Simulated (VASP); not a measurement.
Wanted: the native input for a VASP 6.6.1 run.

```
Task                   : single point
Functional             : r2SCAN
Potentials or basis    : VASP PAW PBE potentials, release 64 (P, Ga_d, Sb)
Cutoff                 : 520 eV
k mesh                 : 6 × 6 × 4
Occupations            : fermi-dirac, width 0.02 eV
Spin                   : no spin polarisation
Dipole correction      : no
Further INCAR settings : ALGO = Normal; EDIFF = 1e-06; NBANDS = 26
```

The system is Ga2SbP.

```
P Ga Sb
1.0
     4.17289    0.00000    0.00000
     0.00000    4.17289    0.00000
     0.00000    0.00000    5.91732
P Ga Sb
1 2 1
Direct
  0.00000 0.00000 0.00000
  0.00000 0.50000 0.77597
  0.50000 0.00000 0.22403
  0.50000 0.50000 0.50000
```

This cell differs from its parent crystal: volume changed by +6%.

These files were run (other wordings do the same):

POSCAR

```
Ga2SbP
1.0
    4.1728897397      0.0000000000      0.0000000000
    0.0000000000      4.1728897397      0.0000000000
    0.0000000000      0.0000000000      5.9173154494
P Ga Sb
1 2 1
Direct
    0.0000000000      0.0000000000      0.0000000000
    0.0000000000      0.5000000000      0.7759653733
    0.5000000000      0.0000000000      0.2240346267
    0.5000000000      0.5000000000      0.5000000000
```

INCAR.step1

```
PREC = Accurate
ENCUT = 520
ISMEAR = -1
SIGMA = 0.02
LREAL = F
LASPH = T
NELM = 80
NBANDS = 26
GGA = PE
ALGO = Normal
EDIFF = 1E-4
LWAVE = T
LCHARG = F
```

INCAR.step2

```
PREC = Accurate
ENCUT = 520
EDIFF = 1E-6
ISMEAR = -1
SIGMA = 0.02
LREAL = F
LASPH = T
NELM = 80
ALGO = Normal
ISIF = 2
LWAVE = F
LCHARG = F
METAGGA = R2SCAN
LMIXTAU = T
NBANDS = 26
ISTART = 1
```

KPOINTS

```
Automatic mesh
0
Gamma
  6 6 4
```

Potentials or basis: VASP PAW PBE potentials, release 64 (P, Ga_d, Sb).

Launch:

```sh
$ cat potpaw_PBE.64/P/POTCAR potpaw_PBE.64/Ga_d/POTCAR potpaw_PBE.64/Sb/POTCAR > POTCAR
$ cp INCAR.step1 INCAR
$ mpirun -np 1 vasp_std > vasp.out
$ cp INCAR.step2 INCAR
$ mpirun -np 1 vasp_std > vasp.out
```

It gave:

The pressure is -3.4 GPa and the largest force is 0.057 eV/Å. The band gap on the k mesh is 0.22 eV, direct.

Caveat: the PAW data sets were made with another functional, which shifts forces and pressure a little; spin-orbit coupling is left out, which moves the levels of the heavy elements.

It took 2.5 min on 1 thread of Intel(R) Xeon(R) Platinum 8259CL CPU @ 2.50GHz (Skylake/Cascade Lake), on a shared host, peak memory 0.27 GiB.
